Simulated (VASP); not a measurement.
# SiC (I-43d) in VASP: notebook, part 2 of 2

VASP 6.6.1.

### Step 5. Relaxation of cell and atoms, PBE

The input, INCAR:

```
SYSTEM = SiC
PREC = Accurate ; ENCUT = 600
EDIFF = 1E-6 ; ISMEAR = 0
SIGMA = 0.1 ; LREAL = .False.
LASPH = .True. ; NELM = 100
ALGO = Normal ; ISIF = 3
LWAVE = .False. ; LCHARG = .False.
GGA = PE ; IBRION = 2
NSW = 90 ; EDIFFG = -0.04
```

The input, KPOINTS:

```
regular mesh
0
Gamma
  4 4 4
  0 0 0
```

The input, POSCAR:

```
SiC
1.0
   -2.9793960200      2.9793960200      2.9793960200
    2.9793960200     -2.9793960200      2.9793960200
    2.9793960200      2.9793960200     -2.9793960200
Si C
6 6
Direct
    0.1250000000      0.7500000000      0.8750000000
    0.6250000000      0.3750000000      0.2500000000
    0.7500000000      0.8750000000      0.1250000000
    0.8750000000      0.1250000000      0.7500000000
    0.3750000000      0.2500000000      0.6250000000
    0.2500000000      0.6250000000      0.3750000000
    0.7500000000      0.3750000000      0.6250000000
    0.1250000000      0.8750000000      0.2500000000
    0.2500000000      0.1250000000      0.8750000000
    0.3750000000      0.6250000000      0.7500000000
    0.8750000000      0.2500000000      0.1250000000
    0.6250000000      0.7500000000      0.3750000000
```

Launch:

```console
cat potpaw_PBE.64/Si/POTCAR potpaw_PBE.64/C/POTCAR > POTCAR
mpirun -np 1 vasp_std > vasp.out
```

It took 86 s on 1 thread of Intel Xeon 6975P-C (Granite Rapids), shared host; peak memory 0.26 GiB.

The run converged. Its results:

```yaml
Free_energy: -84.4044 eV
Relaxed_volume: 10.34 Å³/atom
Relaxed_cell: a = 5.442 Å, b = 5.442 Å, c = 5.442 Å, α = 109.47°, β = 109.47°, γ = 109.47°
Space_group_after_relaxing_to_0.1_Å: I-43d (No. 220)
Energy_gained_by_relaxing: 186.9 meV/atom
Ionic_steps: 4
Pressure_after_relaxing: -0.2 GPa
Band_gap_on_the_k_mesh: 0.62 eV
```

The path:
| step | energy change (eV) | largest force (eV/Å) | pressure (GPa) | volume (Å³) |
| --- | --- | --- | --- | --- |
| 1 | 0.0000 | 0.0000 | 44.98 | 105.79 |
| 2 | 0.0415 | 0.0000 | -25.70 | 148.39 |
| 3 | -2.2404 | 0.0000 | -1.00 | 124.60 |
| 4 | -2.2423 | 0.0000 | -0.17 | 124.09 |

Final structure:
```cif
data_structure
_symmetry_space_group_name_H-M 'P 1'
_symmetry_Int_Tables_number 1
_cell_length_a 5.4424
_cell_length_b 5.4424
_cell_length_c 5.4424
_cell_angle_alpha 109.471
_cell_angle_beta 109.471
_cell_angle_gamma 109.471
_cell_volume 124.09
loop_
_atom_site_label
_atom_site_type_symbol
_atom_site_fract_x
_atom_site_fract_y
_atom_site_fract_z
_atom_site_occupancy
Si1 Si 0.12500 0.75000 0.87500 1
Si2 Si 0.62500 0.37500 0.25000 1
Si3 Si 0.75000 0.87500 0.12500 1
Si4 Si 0.87500 0.12500 0.75000 1
Si5 Si 0.37500 0.25000 0.62500 1
Si6 Si 0.25000 0.62500 0.37500 1
C1 C 0.75000 0.37500 0.62500 1
C2 C 0.12500 0.87500 0.25000 1
C3 C 0.25000 0.12500 0.87500 1
C4 C 0.37500 0.62500 0.75000 1
C5 C 0.87500 0.25000 0.12500 1
C6 C 0.62500 0.75000 0.37500 1
```

Levels at points of the mesh, in eV from the valence-band top:
| k point | band 20 | band 21 | band 22 | band 23 | band 24 | band 25 | band 26 | band 27 | band 28 | band 29 |
| --- | --- | --- | --- | --- | --- | --- | --- | --- | --- | --- |
| (0.00, 0.00, 0.00) | -0.99 | -0.99 | 0.00 | 0.00 | 0.00 | 0.62 | 4.28 | 5.48 | 5.48 | 5.48 |
| (0.50, 0.00, 0.00) | -2.09 | -1.40 | -1.40 | -0.65 | -0.65 | 2.65 | 2.65 | 2.85 | 2.85 | 5.50 |
| (0.50, 0.50, 0.50) | -1.20 | -1.20 | -1.20 | -1.20 | -1.20 | 3.22 | 3.22 | 3.22 | 3.22 | 3.22 |

Caveat: the volume moved by over 15 % at a fixed basis, so the end points are rough.

### Step 6. Relaxation of cell and atoms, PBE

This run uses another cell than the first one, of 10.33 Å³/atom.

The input, INCAR:

```
PREC = Accurate
ENCUT = 600
EDIFF = 1E-6
ISMEAR = 0
SIGMA = 0.02
LREAL = F
LASPH = T
NELM = 100
ALGO = Normal
ISIF = 3
LWAVE = F
LCHARG = F
GGA = PE
IBRION = 2
NSW = 100
EDIFFG = -0.01
```

The input, KPOINTS:

```
Automatic mesh
0
Gamma
  6 6 6
```

POSCAR, as its differences from that of step 5:

```diff
@@ -2,5 +2,5 @@
 1.0
-   -2.9793960200      2.9793960200      2.9793960200
-    2.9793960200     -2.9793960200      2.9793960200
-    2.9793960200      2.9793960200     -2.9793960200
+   -3.1412620094      3.1412620094      3.1412620094
+    3.1412620094     -3.1412620094      3.1412620094
+    3.1412620094      3.1412620094     -3.1412620094
 Si C
```

Potentials or basis: VASP PAW PBE potentials, release 64 (Si, C).

Launch:

```console
cat potpaw_PBE.64/Si/POTCAR potpaw_PBE.64/C/POTCAR > POTCAR
mpirun -np 1 vasp_std > vasp.out
```

Run time: 60 s. Hardware: 1 thread of Intel Xeon 6975P-C (Granite Rapids), shared host; peak memory 0.32 GiB.

Results (log left out):

* Free energy: -84.4168 eV
* Pressure after relaxing: -0.1 GPa
* Band gap on the k mesh: 0.62 eV

Final structure:
```
Si C
1.0
    -3.14126    3.14126    3.14126
     3.14126   -3.14126    3.14126
     3.14126    3.14126   -3.14126
Si C
6 6
Direct
  0.12500 0.75000 0.87500
  0.62500 0.37500 0.25000
  0.75000 0.87500 0.12500
  0.87500 0.12500 0.75000
  0.37500 0.25000 0.62500
  0.25000 0.62500 0.37500
  0.75000 0.37500 0.62500
  0.12500 0.87500 0.25000
  0.25000 0.12500 0.87500
  0.37500 0.62500 0.75000
  0.87500 0.25000 0.12500
  0.62500 0.75000 0.37500
```

Levels at points of the mesh, in eV from the valence-band top:
```tsv
k point	band 22	band 23	band 24	band 25	band 26	band 27
(0.00, 0.00, 0.00)	0.00	0.00	0.00	0.62	4.29	5.48
(0.50, 0.00, 0.00)	-1.40	-0.65	-0.65	2.65	2.65	2.85
(0.50, 0.50, 0.50)	-1.20	-1.20	-1.20	3.22	3.22	3.22
```

Caveat: the relaxation stopped at its first step, so nothing moved.

### Step 7. The runs side by side

```tsv
task	cell	k mesh	cutoff (eV)	smearing	gap on the mesh (eV)	pressure (GPa)
single point	a = 5.160 Å, angles 109.5°, 12 atoms	4 × 4 × 4	520	gaussian 0.1 eV	0.23	45.1
single point	a = 5.441 Å, angles 109.5°, 12 atoms	4 × 4 × 4	520	gaussian 0.1 eV	0.62	0.0
single point	a = 5.441 Å, angles 109.5°, 12 atoms	6 × 6 × 6	520	gaussian 0.02 eV	0.62	0.0
relaxation of cell and atoms	relaxed from a = 5.160 Å, angles 109.5°, 12 atoms	4 × 4 × 4	600	gaussian 0.1 eV	0.62	-0.2
relaxation of cell and atoms	relaxed from a = 5.441 Å, angles 109.5°, 12 atoms	6 × 6 × 6	600	gaussian 0.02 eV	0.62	-0.1
```

Alike in all rows: level PBE; potentials or basis VASP PAW PBE potentials, release 64 (Si, C); no spin polarisation.

Caveats: the cell stands under pressure (at least some runs); the volume moved by over 15 % at a fixed basis, so the end points are rough (at least some runs); the relaxation stopped at its first step, so nothing moved (at least some runs).

Total energies depend on the potentials used, so only differences within one code and one set of settings carry meaning.
